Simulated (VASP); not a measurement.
# Pd12S in VASP: a series of runs

Pd12S is run at these levels: PBE; tasks: single point.

Everything below comes from runs of VASP 6.6.1. Logs are shortened: lines on timing, memory, paths and dates and some standing lists are left out, and cuts for length are marked.

### Step 1. The cell of the first run

The cell holds a slab with vacuum, 13 atoms: a = 5.575 Å, b = 5.575 Å, c = 20.052 Å, α = 90.00°, β = 90.00°, γ = 120.00°.

### Step 2. Single point, PBE

File INCAR:

```
ALGO = Normal ; DIPOL = 0.5 0.5 0.329
EDIFF = 1E-6 ; ENCUT = 520
GGA = PE ; IDIPOL = 3
ISIF = 2 ; ISMEAR = 0
LASPH = True ; LCHARG = False
LDIPOL = True ; LREAL = False
LWAVE = False ; NBANDS = 75
NELM = 60 ; PREC = Accurate
SIGMA = 0.1
```

File KPOINTS:

```
k-points
0
Gamma
  6 6 1
```

File POSCAR:

```
Pd12S
1.0
    5.5751887913      0.0000000000      0.0000000000
   -2.7875943957      4.8282551242      0.0000000000
    0.0000000000      0.0000000000     20.0521225866
Pd S
12 1
Direct
    0.3333333333      0.1666666667      0.1994801290
    0.3333333334      0.6666666667      0.1994801290
    0.8333333334      0.1666666667      0.1994801290
    0.8333333333      0.6666666667      0.1994801290
    0.1666666667      0.3333333333      0.3129873791
    0.1666666667      0.8333333333      0.3129873791
    0.6666666666      0.3333333333      0.3129873791
    0.6666666666      0.8333333333      0.3129873791
    0.0000000000      0.0000000000      0.4264946292
    0.0000000000      0.5000000000      0.4264946292
    0.5000000000      0.0000000000      0.4264946292
    0.5000000000      0.5000000000      0.4264946292
    0.0833333334      0.1666666667      0.5231960173
```

Potentials or basis: VASP PAW PBE potentials, release 64 (Pd, S).

Started as:

```sh
$ cat potpaw_PBE.64/Pd/POTCAR potpaw_PBE.64/S/POTCAR > POTCAR
$ mpirun -np 1 vasp_std > vasp.out
```

OUTCAR:

```text
EDIFF = 1E-6
   ENCUT = 520
   GGA = PE
   ISIF = 2
   ISMEAR = 0
   LASPH = True
   LREAL = False
   NELM = 60
   PREC = Accurate

 ion  position               nearest neighbor table
   1  0.333  0.167  0.199-   3 2.79   2 2.79   5 2.79   4 2.79   4 2.79   7 2.79   2 2.79   6 2.79
                             3 2.79
   2  0.333  0.667  0.199-   4 2.79   1 2.79   8 2.79   3 2.79   3 2.79   6 2.79   1 2.79   5 2.79
                             4 2.79
   3  0.833  0.167  0.199-   1 2.79   4 2.79   2 2.79   2 2.79   5 2.79   4 2.79   7 2.79   8 2.79
                             1 2.79
   4  0.833  0.667  0.199-   2 2.79   3 2.79   1 2.79   1 2.79   8 2.79   3 2.79   6 2.79   7 2.79
                             2 2.79
   5  0.167  0.333  0.313-   7 2.79   8 2.79   1 2.79   6 2.79   6 2.79  12 2.79   3 2.79   9 2.79
                             8 2.79  10 2.79   2 2.79   7 2.79
   6  0.167  0.833  0.313-   8 2.79   7 2.79   5 2.79   5 2.79  11 2.79   2 2.79  10 2.79   7 2.79
                             4 2.79   9 2.79   1 2.79   8 2.79
   7  0.667  0.333  0.313-   5 2.79   6 2.79   8 2.79   8 2.79   1 2.79  12 2.79  11 2.79   6 2.79
                            10 2.79   3 2.79   4 2.79   5 2.79
   8  0.667  0.833  0.313-   6 2.79   5 2.79   2 2.79   7 2.79   7 2.79   4 2.79  11 2.79  12 2.79
                             5 2.79   9 2.79   3 2.79   6 2.79
   9  0.000  0.000  0.426-  13 2.10  11 2.79  11 2.79  12 2.79  12 2.79  10 2.79  10 2.79   5 2.79
                             8 2.79   6 2.79
  10  0.000  0.500  0.426-  12 2.79  12 2.79  11 2.79  11 2.79   9 2.79   9 2.79   6 2.79   7 2.79
                             5 2.79  13 2.88
  11  0.500  0.000  0.426-   9 2.79   9 2.79  10 2.79  10 2.79  12 2.79  12 2.79   6 2.79   8 2.79
                             7 2.79
  12  0.500  0.500  0.426-  10 2.79  10 2.79   9 2.79   9 2.79  11 2.79  11 2.79   5 2.79   7 2.79
                             8 2.79  13 2.88
  13  0.083  0.167  0.523-   9 2.10  12 2.88  10 2.88

  LATTYP: Found a hexagonal cell.
 ALAT       =     5.5751887913
 C/A-ratio  =     3.5966714917

  Lattice vectors:

 A1 = (   5.5751887913,   0.0000000000,   0.0000000000)
 A2 = (  -2.7875943957,   4.8282551242,   0.0000000000)
 A3 = (   0.0000000000,   0.0000000000,  20.0521225866)

Analysis of symmetry for initial positions (statically):
=====================================================================
 Subroutine PRICEL returns:
 Original cell was already a primitive cell.

 Routine SETGRP: Setting up the symmetry group for a
 hexagonal supercell.

 Subroutine GETGRP returns: Found  2 space group operations
 (whereof  2 operations were pure point group operations)
 out of a pool of 24 trial point group operations.

The static configuration has the point symmetry C_1h.
[... 147 lines left out ...]
   LORBIT       =      0    0 simple, 1 ext, 2 COOP (PROOUT), +10 PAW based schemes
   GGA     = PE    functional components
   LHFCALC =     F    Hartree Fock is set to
   AEXX    =    0.0000 exact exchange contribution
   IVDW    =     0    specifies the selected vdW correction
   LEPSILON=     F    determine dielectric tensor
   LRPA    =     F    only Hartree local field effects (RPA)
 non-spin polarized calculation
 Gauss-broadening in eV      SIGMA  =   0.10
  energy-cutoff  :      520.00
  volume of cell :      539.77
 maximum number of plane-waves:     14613
 NGX is ok and might be reduce to    42
   NGX = 21   NGY = 21   NGZ = 75

 dipolmoment           0.000000      0.000000     -0.001307 electrons x Angstroem

 number of electron     125.9999965 magnetization

 dipolmoment           0.000000      0.000000      0.062826 electrons x Angstroem

 Free energy of the ion-electron system (eV)
  ---------------------------------------------------
  ext. energy  EPLUGINS =         0.00000000
  ---------------------------------------------------
  free energy    TOTEN  =       -62.78209251 eV

  energy without entropy =      -62.62061254  energy(sigma->0) =      -62.70135252

 E-fermi :  -0.1203     XC(G=0):  -5.6311

 val. band max:       -0.1215751627   @ k =   0.1667   0.1667   0.0000
 cond. band min:      -0.1155667463   @ k =   0.0000   0.3333   0.0000
 fundamental gap:      0.0060084164
 Fermi energy:        -0.1203331786

 k-point     1 :       0.0000    0.0000    0.0000
  band No.  band energies     occupation
      1     -12.4929      2.00000
      2      -6.2123      2.00000
      3      -5.2482      2.00000
      4      -5.0565      2.00000
      5      -4.9474      2.00000
      6      -4.8537      2.00000
[... 1003 lines left out ...]
     74       5.5236      0.00000
     75       5.5766      0.00000

------------------------ aborting loop because EDIFF is reached ----------------------------------------

 vacuum level on the upper side and lower side of the slab       (xc-potential included)        -0.029        -0.410

  FORCE on cell =-STRESS in cart. coord.  units (eV):
  Direction    XX          YY          ZZ          XY          YZ          ZX
  --------------------------------------------------------------------------------------
  -------------------------------------------------------------------------------------
  Total       -7.6976253     -7.1427254      0.1259475      0.0000000      2.8535155     -0.0000000
  in kB      -22.8484745    -21.2013929      0.3738437      0.0000000      8.4699469     -0.0000000
  external PRESSURE =     -14.5586746 kB  Pullay stress =       0.0000000 kB

 VOLUME and BASIS-vectors are now :
 -----------------------------------------------------------------------------
  energy-cutoff  :      520.00
  volume of cell :      539.77
      direct lattice vectors                 reciprocal lattice vectors
     5.575188791  0.000000000  0.000000000     0.179366123  0.103557080  0.000000000
    -2.787594396  4.828255124  0.000000000     0.000000000  0.207114159  0.000000000
     0.000000000  0.000000000 20.052122587     0.000000000  0.000000000  0.049870032

 POSITION                                       TOTAL-FORCE (eV/Angst)
 -----------------------------------------------------------------------------------
      1.39380      0.80471      4.00000        -0.002130      0.009909     -0.029380
      0.00000      3.21884      4.00000         0.000000     -0.044242     -0.053926
      4.18139      0.80471      4.00000         0.002130      0.009909     -0.029380
      2.78759      3.21884      4.00000        -0.000000      0.010574      0.033631
      0.00000      1.60942      6.27606         0.000000     -0.051872     -0.182391
     -1.39380      4.02355      6.27606        -0.045100      0.017205      0.129170
      2.78759      1.60942      6.27606        -0.000000      0.050858     -0.023160
      1.39380      4.02355      6.27606         0.045100      0.017205      0.129170
      0.00000      0.00000      8.55212         0.000000     -0.963347     -1.146932
     -1.39380      2.41413      8.55212         0.270123     -0.243521      0.587529
      2.78759      0.00000      8.55212         0.000000     -0.047221     -0.000644
      1.39380      2.41413      8.55212        -0.270123     -0.243521      0.587529
      0.00000      0.80471     10.49119        -0.000000      1.478063     -0.001214
 -----------------------------------------------------------------------------------
    total drift:                               -0.000001      0.000033     -0.004428

  FREE ENERGIE OF THE ION-ELECTRON SYSTEM (eV)
  ---------------------------------------------------
  free  energy   TOTEN  =       -62.7820925060 eV

  energy  without entropy=      -62.6206125392  energy(sigma->0) =      -62.70135252

 vacuum level on the upper side and lower side of the slab         5.395         5.014
```

stdout:

```text
POSCAR found type information on POSCAR PdS
 POSCAR found :  2 types and      13 ions
 scaLAPACK will be used
 LDA part: xc-table for (Slater+PW92), standard interpolation
 POSCAR, INCAR and KPOINTS ok, starting setup
 FFT: planning ... GRIDC
 FFT: planning ... GRID_SOFT
 FFT: planning ... GRID
 WAVECAR not read
 entering main loop
```

Wall time 16 min (1 thread of Intel Xeon 6975P-C (Granite Rapids), shared host); peak memory 0.75 GiB.

Results:

- Free energy: -62.7821 eV
- Largest force: 1.498 eV/Å
- Band gap on the k mesh: zero (bands 63 and 64 overlap by 0.40 eV)

Forces in eV/Å, atoms in the order of the input:
```
Pd  -0.002  0.010 -0.029
Pd   0.000 -0.044 -0.054
Pd   0.002  0.010 -0.029
Pd   0.000  0.011  0.034
Pd   0.000 -0.052 -0.182
Pd  -0.045  0.017  0.129
Pd   0.000  0.051 -0.023
Pd   0.045  0.017  0.129
Pd   0.000 -0.963 -1.147
Pd   0.270 -0.244  0.588
Pd   0.000 -0.047 -0.001
Pd  -0.270 -0.244  0.588
S    0.000  1.478 -0.001
```

### Step 3. Single point, PBE

File INCAR:

```
  ALGO = Normal
  DIPOL = 0.5 0.5 0.329
  EDIFF = 1E-7
  ENCUT = 520
  GGA = PE
  IDIPOL = 3
  ISIF = 2
  ISMEAR = 0
  LASPH = T
  LCHARG = F
  LDIPOL = T
  LREAL = F
  LWAVE = F
  NBANDS = 75
  NELM = 100
  PREC = Accurate
  SIGMA = 0.1
```

KPOINTS is that of step 2.

File POSCAR:

```
Pd12S
1.0
    5.5751887913      0.0000000000      0.0000000000
   -2.7875943957      4.8282551242      0.0000000000
    0.0000000000      0.0000000000     20.0521225866
Pd S
12 1
Direct
    0.3333333333      0.1666666667      0.1994801290
    0.3333333333      0.6666666667      0.1994801290
    0.8333333333      0.1666666667      0.1994801290
    0.8333333333      0.6666666667      0.1994801290
    0.1666666667      0.3333333334      0.3129873791
    0.1666666667      0.8333333334      0.3129873791
    0.6666666667      0.3333333334      0.3129873791
    0.6666666667      0.8333333333      0.3129873791
    0.0000000000      0.0000000000      0.4264946292
    0.0000000000      0.5000000000      0.4264946292
    0.5000000000      0.0000000000      0.4264946292
    0.5000000000      0.5000000000      0.4264946292
    0.1666666667      0.0833333334      0.5231960173
```

Potentials or basis: VASP PAW PBE potentials, release 64 (Pd, S).

Started as:

```sh
$ cat potpaw_PBE.64/Pd/POTCAR potpaw_PBE.64/S/POTCAR > POTCAR
$ mpirun -np 1 vasp_std > vasp.out
```

OUTCAR:

```text
EDIFF = 1E-7
   ENCUT = 520
   GGA = PE
   ISIF = 2
   ISMEAR = 0
   LASPH = T
   LREAL = F
   NELM = 100
   PREC = Accurate

 ion  position               nearest neighbor table
   1  0.333  0.167  0.199-   3 2.79   3 2.79   4 2.79   4 2.79   2 2.79   2 2.79   5 2.79   6 2.79
                             7 2.79
   2  0.333  0.667  0.199-   4 2.79   4 2.79   3 2.79   3 2.79   1 2.79   1 2.79   6 2.79   5 2.79
                             8 2.79
   3  0.833  0.167  0.199-   1 2.79   1 2.79   2 2.79   2 2.79   4 2.79   4 2.79   7 2.79   5 2.79
                             8 2.79
   4  0.833  0.667  0.199-   8 2.79   2 2.79   2 2.79   1 2.79   1 2.79   3 2.79   3 2.79   7 2.79
[... 1256 lines left out ...]
     5.575188791  0.000000000  0.000000000     0.179366123  0.103557080  0.000000000
    -2.787594396  4.828255124  0.000000000     0.000000000  0.207114159  0.000000000
     0.000000000  0.000000000 20.052122587     0.000000000  0.000000000  0.049870032

 POSITION                                       TOTAL-FORCE (eV/Angst)
 -----------------------------------------------------------------------------------
      1.39380      0.80471      4.00000         0.019963      0.011526     -0.002384
     -0.00000      3.21884      4.00000        -0.061456     -0.035482     -0.071730
      4.18139      0.80471      4.00000         0.009630      0.012842     -0.018256
      2.78759      3.21884      4.00000         0.015937      0.001919     -0.018256
     -0.00000      1.60942      6.27606        -0.026534     -0.051474     -0.045835
     -1.39380      4.02355      6.27606        -0.057844      0.002758     -0.045835
      2.78759      1.60942      6.27606         0.040064      0.023131     -0.049800
      1.39380      4.02355      6.27606         0.002893      0.001670      0.269976
      0.00000      0.00000      8.55212        -0.846382     -0.488659     -1.165127
     -1.39380      2.41413      8.55212         0.053104      0.030659      0.135152
      2.78759      0.00000      8.55212        -0.273698     -0.049366      0.518839
      1.39380      2.41413      8.55212        -0.179601     -0.212347      0.518839
      0.69690      0.40235     10.49119         1.303925      0.752822     -0.025582
 -----------------------------------------------------------------------------------
    total drift:                               -0.000063     -0.000038     -0.004624

  FREE ENERGIE OF THE ION-ELECTRON SYSTEM (eV)
  ---------------------------------------------------
  free  energy   TOTEN  =       -62.7884908945 eV

  energy  without entropy=      -62.6233789871  energy(sigma->0) =      -62.70593494

 vacuum level on the upper side and lower side of the slab         5.514         5.098
```

OSZICAR:

```text
N       E                     dE             d eps       ncg     rms          rms(c)
DAV:   1     0.830551168375E+03    0.83055E+03   -0.56396E+04  1950   0.144E+03
DAV:   2    -0.131555331373E+02   -0.84371E+03   -0.79767E+03  2216   0.303E+02
DAV:   3    -0.639630962015E+02   -0.50808E+02   -0.45757E+02  2292   0.670E+01
[... 30 lines left out ...]
DAV:  34    -0.627884891759E+02   -0.34228E-05   -0.19511E-07  1612   0.101E-03    0.775E-04
DAV:  35    -0.627884901582E+02   -0.98239E-06   -0.45690E-08  1295   0.785E-04    0.281E-04
DAV:  36    -0.627884906669E+02   -0.50867E-06   -0.37873E-08  1262   0.516E-04    0.446E-04
DAV:  37    -0.627884908598E+02   -0.19289E-06   -0.21376E-08  1244   0.374E-04    0.171E-04
DAV:  38    -0.627884908945E+02   -0.34652E-07   -0.95915E-09  1272   0.225E-04
   1 F= -.62788491E+02 E0= -.62705935E+02  d E =-.165112E+00
```

Run time: 18 min. Hardware: 1 thread of Intel Xeon 6975P-C (Granite Rapids), shared host; peak memory 0.75 GiB.

What came out:

```yaml
Free_energy: -62.7885 eV
Largest_force: 1.521 eV/Å
Band_gap_on_the_k_mesh: zero (bands 63 and 64 overlap by 0.39 eV)
```

Forces in eV/Å, atoms in the order of the input:
```
Pd   0.020  0.012 -0.002
Pd  -0.061 -0.035 -0.072
Pd   0.010  0.013 -0.018
Pd   0.016  0.002 -0.018
Pd  -0.027 -0.051 -0.046
Pd  -0.058  0.003 -0.046
Pd   0.040  0.023 -0.050
Pd   0.003  0.002  0.270
Pd  -0.846 -0.489 -1.165
Pd   0.053  0.031  0.135
Pd  -0.274 -0.049  0.519
Pd  -0.180 -0.212  0.519
S    1.304  0.753 -0.026
```
